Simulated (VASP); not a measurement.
# BiB (F-43m) in VASP: further runs, part 2 of 2

VASP 6.6.1. The steps go on from the part before.

## (5) Single point, r2SCAN (volume changed by +3%)

File POSCAR:

```
BiB
1.0
    0.0000000000      2.7720532190      2.7720532190
    2.7720532190      0.0000000000      2.7720532190
    2.7720532190      2.7720532190      0.0000000000
B Bi
1 1
Direct
    0.0000000000      0.0000000000      0.0000000000
    0.2500000000      0.2500000000      0.2500000000
```

File INCAR.step1:

```
  ALGO = Normal
  EDIFF = 1E-4
  ENCUT = 520
  GGA = PE
  ISMEAR = 0
  LASPH = T
  LCHARG = F
  LREAL = F
  LWAVE = T
  NBANDS = 16
  NELM = 60
  PREC = Accurate
  SIGMA = 0.01
```

File INCAR.step2:

```
  ALGO = Normal
  EDIFF = 1E-7
  ENCUT = 520
  ISIF = 2
  ISMEAR = 0
  ISTART = 1
  LASPH = T
  LCHARG = F
  LMIXTAU = T
  LREAL = F
  LWAVE = F
  METAGGA = R2SCAN
  NBANDS = 16
  NELM = 60
  PREC = Accurate
  SIGMA = 0.01
```

File KPOINTS:

```
k-points
0
Gamma
  6 6 6
```

Started as:

```console
cat potpaw_PBE.64/B/POTCAR potpaw_PBE.64/Bi_d/POTCAR > POTCAR
cp INCAR.step1 INCAR
mpirun -np 1 vasp_std > vasp.out
cp INCAR.step2 INCAR
mpirun -np 1 vasp_std > vasp.out
```

Wall time 2.6 min (1 thread of AMD EPYC 7R13, shared host); peak memory 0.15 GiB.

Results (log left out):

```yaml
Free_energy: -64.2721 eV
Pressure: -2.4 GPa
Band_gap_on_the_k_mesh: 0.16 eV, direct
```

Levels at points of the mesh, in eV from the valence-band top:
```
           k point  band 7  band 8  band 9  band 10  band 11  band 12
(0.00, 0.00, 0.00)    0.00    0.00    0.00     0.16     2.89     2.89
(0.50, 0.00, 0.00)   -7.96   -1.66   -1.66     0.41     4.35     4.35
(0.50, 0.50, 0.00)   -8.21   -3.56   -3.56     1.02     1.14     8.89
```

Caveat: the cell differs from its parent crystal (volume changed by +3%); the PAW data sets were made with another functional, which shifts forces and pressure a little; spin-orbit coupling is left out, which moves the levels of the heavy elements. A k mesh can miss the band edges.

## (6) Single point, PBE

This run uses another cell than the first one, of 20.68 Å³/atom, 1.064 times its volume.

File INCAR:

```
SYSTEM = BiB
  PREC = Accurate
  ENCUT = 520
  EDIFF = 1E-7
  ISMEAR = 0
  SIGMA = 0.01
  LREAL = .FALSE.
  LASPH = .TRUE.
  NELM = 60
  ALGO = Normal
  ISIF = 2
  LWAVE = .FALSE.
  LCHARG = .TRUE.
  GGA = PE
  LELF = .TRUE.
  LVHAR = .TRUE.
  NBANDS = 16
```

File KPOINTS:

```
regular mesh
0
G
  8 8 8
  0 0 0
```

File POSCAR:

```
BiB
1.0
    0.0000000000      2.7448744764      2.7448744764
    2.7448744764      0.0000000000      2.7448744764
    2.7448744764      2.7448744764      0.0000000000
B Bi
1 1
Direct
    0.0000000000      0.0000000000      0.0000000000
    0.2500000000      0.2500000000      0.2500000000
```

Potentials or basis: VASP PAW PBE potentials, release 64 (B, Bi_d).

Started as:

```console
cat potpaw_PBE.64/B/POTCAR potpaw_PBE.64/Bi_d/POTCAR > POTCAR
mpirun -np 1 vasp_std > vasp.out
```

OUTCAR:

```text
SYSTEM = BiB
   PREC = Accurate
   ENCUT = 520
   EDIFF = 1E-7
   ISMEAR = 0
   LREAL = .FALSE.
   LASPH = .TRUE.
   NELM = 60
   ISIF = 2
   GGA = PE

 ion  position               nearest neighbor table
   1  0.000  0.000  0.000-   2 2.38   2 2.38   2 2.38   2 2.38
   2  0.250  0.250  0.250-   1 2.38   1 2.38   1 2.38   1 2.38

  LATTYP: Found a face centered cubic cell.
 ALAT       =     5.4897489528

  Lattice vectors:

 A1 = (   0.0000000000,   2.7448744764,   2.7448744764)
 A2 = (   2.7448744764,   0.0000000000,   2.7448744764)
 A3 = (   2.7448744764,   2.7448744764,   0.0000000000)

Analysis of symmetry for initial positions (statically):
=====================================================================
 Subroutine PRICEL returns:
 Original cell was already a primitive cell.

 Routine SETGRP: Setting up the symmetry group for a
 face centered cubic supercell.

 Subroutine GETGRP returns: Found 24 space group operations
 (whereof 24 operations were pure point group operations)
 out of a pool of 48 trial point group operations.

The static configuration has the point symmetry T_d .

Analysis of symmetry for dynamics (positions and initial velocities):
=====================================================================
 Subroutine PRICEL returns:
 Original cell was already a primitive cell.

 Routine SETGRP: Setting up the symmetry group for a
 face centered cubic supercell.

 Subroutine GETGRP returns: Found 24 space group operations
 (whereof 24 operations were pure point group operations)
 out of a pool of 48 trial point group operations.

The dynamic configuration has the point symmetry T_d .

 Subroutine INISYM returns: Found 24 space group operations
 (whereof 24 operations are pure point group operations),
 and found     1 'primitive' translations

----------------------------------------------------------------------------------------

[... 105 lines left out ...]
   EMIN   =  10.00;   EMAX   =-10.00  energy-range for DOS
   EFERMI =   0.00;   METHOD = LEGACY
   ISMEAR =     0;   SIGMA  =   0.01  broadening in eV -4-tet -1-fermi 0-gaus
   EFERMI_NEDOS =   21; number of points for ismear=-14 and -15
   IALGO  =     38    algorithm
   IMIX   =      4    mixing-type and parameters
     AMIX     =   0.40;   BMIX     =  1.00
     AMIX_MAG =   1.60;   BMIX_MAG =  1.00
  volume/ion in A,a.u.               =      20.68       139.56
  Fermi-wavevector in a.u.,A,eV,Ry     =   1.240604  2.344402 20.940704  1.539098
  Thomas-Fermi vector in A             =   2.375038
   LORBIT       =      0    0 simple, 1 ext, 2 COOP (PROOUT), +10 PAW based schemes
   GGA     = PE    functional components
   LHFCALC =     F    Hartree Fock is set to
   AEXX    =    0.0000 exact exchange contribution
   IVDW    =     0    specifies the selected vdW correction
   LEPSILON=     F    determine dielectric tensor
   LRPA    =     F    only Hartree local field effects (RPA)
 non-spin polarized calculation
 Gauss-broadening in eV      SIGMA  =   0.01
  energy-cutoff  :      520.00
  volume of cell :       41.36
 maximum number of plane-waves:      1139
 NGX is ok and might be reduce to    30
   NGX = 15   NGY = 15   NGZ = 15

 number of electron      17.9999997 magnetization

 Free energy of the ion-electron system (eV)
  ---------------------------------------------------
  ext. energy  EPLUGINS =         0.00000000
  ---------------------------------------------------
  free energy    TOTEN  =        -8.98961812 eV

  energy without entropy =       -8.98961812  energy(sigma->0) =       -8.98961812

 E-fermi :   7.2810     XC(G=0): -10.0253

 val. band max:        7.1326604334   @ k =   0.0000   0.0000   0.0000
 cond. band min:       7.4115047414   @ k =   0.0000   0.0000   0.0000
 fundamental gap:      0.2788443080
 Fermi energy:         7.2809578463

 k-point     1 :       0.0000    0.0000    0.0000
  band No.  band energies     occupation
      1     -15.9966      2.00000
      2     -15.9966      2.00000
      3     -15.9966      2.00000
      4     -15.9134      2.00000
      5     -15.9134      2.00000
      6      -7.0002      2.00000
[... 433 lines left out ...]
      3     -15.9433      2.00000
      4     -15.9105      2.00000
      5     -15.8968      2.00000
      6      -4.5360      2.00000
[... 8 lines left out ...]
     15      17.8745      0.00000
     16      18.6161      0.00000

 [... further k-points ...]
[... 5 lines left out ...]
  --------------------------------------------------------------------------------------
  -------------------------------------------------------------------------------------
  Total        0.3199526      0.3199526      0.3199526     -0.0000000      0.0000000      0.0000000
  in kB       12.3936383     12.3936383     12.3936383     -0.0000000      0.0000000      0.0000000
  external PRESSURE =      12.3936383 kB  Pullay stress =       0.0000000 kB

 VOLUME and BASIS-vectors are now :
 -----------------------------------------------------------------------------
  energy-cutoff  :      520.00
  volume of cell :       41.36
      direct lattice vectors                 reciprocal lattice vectors
     0.000000000  2.744874476  2.744874476    -0.182157692  0.182157692  0.182157692
     2.744874476  0.000000000  2.744874476     0.182157692 -0.182157692  0.182157692
     2.744874476  2.744874476  0.000000000     0.182157692  0.182157692 -0.182157692

 POSITION                                       TOTAL-FORCE (eV/Angst)
 -----------------------------------------------------------------------------------
      0.00000      0.00000      0.00000         0.000000      0.000000      0.000000
      1.37244      1.37244      1.37244        -0.000000     -0.000000     -0.000000
 -----------------------------------------------------------------------------------
    total drift:                                0.000000      0.000000      0.000000

  FREE ENERGIE OF THE ION-ELECTRON SYSTEM (eV)
  ---------------------------------------------------
  free  energy   TOTEN  =        -8.9896181201 eV

  energy  without entropy=       -8.9896181201  energy(sigma->0) =       -8.98961812
```

OSZICAR:

```text
N       E                     dE             d eps       ncg     rms          rms(c)
DAV:   1     0.134396729951E+03    0.13440E+03   -0.99181E+03   928   0.132E+03
DAV:   2    -0.745830509853E+00   -0.13514E+03   -0.13104E+03   984   0.340E+02
DAV:   3    -0.949674576185E+01   -0.87509E+01   -0.87174E+01  1224   0.858E+01
DAV:   4    -0.969715684350E+01   -0.20041E+00   -0.20038E+00  1112   0.143E+01
DAV:   5    -0.970541539682E+01   -0.82586E-02   -0.82584E-02  1344   0.270E+00    0.382E+00
DAV:   6    -0.900939601458E+01    0.69602E+00   -0.14101E+00  1216   0.823E+00    0.142E+00
DAV:   7    -0.899107509769E+01    0.18321E-01   -0.18219E-01  1056   0.210E+00    0.740E-01
DAV:   8    -0.898964959698E+01    0.14255E-02   -0.21175E-02  1304   0.144E+00    0.108E-01
DAV:   9    -0.898947092334E+01    0.17867E-03   -0.26574E-03  1176   0.572E-01    0.524E-02
DAV:  10    -0.898958534067E+01   -0.11442E-03   -0.33221E-04  1176   0.161E-01    0.253E-02
DAV:  11    -0.898961830886E+01   -0.32968E-04   -0.74197E-05  1040   0.860E-02    0.774E-03
DAV:  12    -0.898961771843E+01    0.59043E-06   -0.47644E-06  1288   0.170E-02    0.272E-03
DAV:  13    -0.898961812721E+01   -0.40878E-06   -0.96613E-07  1024   0.660E-03    0.504E-04
DAV:  14    -0.898961812005E+01    0.71630E-08   -0.22368E-08   992   0.107E-03
   1 F= -.89896181E+01 E0= -.89896181E+01  d E =-.106550E-78
```

Run time: 60 s. Hardware: 1 thread of AMD EPYC 7R13, shared host; peak memory 0.14 GiB.

Results:

```
Free energy            : -8.9896 eV
Pressure               : 1.2 GPa
Band gap on the k mesh : 0.28 eV, direct
```

Levels at points of the mesh, in eV from the valence-band top:
| k point | band 6 | band 7 | band 8 | band 9 | band 10 | band 11 | band 12 | band 13 |
| --- | --- | --- | --- | --- | --- | --- | --- | --- |
| (0.00, 0.00, 0.00) | -14.13 | 0.00 | 0.00 | 0.00 | 0.28 | 2.81 | 2.81 | 2.81 |
| (0.50, 0.00, 0.00) | -12.07 | -7.68 | -1.60 | -1.60 | 0.41 | 4.17 | 4.17 | 6.01 |
| (0.50, 0.50, 0.00) | -11.14 | -7.82 | -3.46 | -3.46 | 0.88 | 0.97 | 8.36 | 8.65 |

Caveat: spin-orbit coupling is left out, which moves the levels of the heavy elements. A k mesh can miss the band edges.

## (7) Summary

```csv
level,cell,k mesh,gap on the mesh (eV),pressure (GPa)
r2SCAN,"a = 3.803 Å, angles 60.0°, 2 atoms",6 × 6 × 6,0.77,5.5
r2SCAN,"a = 3.843 Å, angles 60.0°, 2 atoms",6 × 6 × 6,0.64,2.4
r2SCAN,"a = 3.882 Å, angles 60.0°, 2 atoms",6 × 6 × 6,0.40,-0.2
r2SCAN,"a = 3.920 Å, angles 60.0°, 2 atoms",6 × 6 × 6,0.16,-2.4
PBE,"a = 3.882 Å, angles 60.0°, 2 atoms",8 × 8 × 8,0.28,1.2
```

Alike in all rows: task single point; potentials or basis VASP PAW PBE potentials, release 64 (B, Bi_d); no spin polarisation; cutoff (eV) 520; smearing gaussian 0.01 eV.

Caveats: spin-orbit coupling is left out, which moves the levels of the heavy elements; the PAW data sets were made with another functional, which shifts forces and pressure a little (some runs).

Total energies depend on the potentials used, so only differences within one code and one set of settings carry meaning.
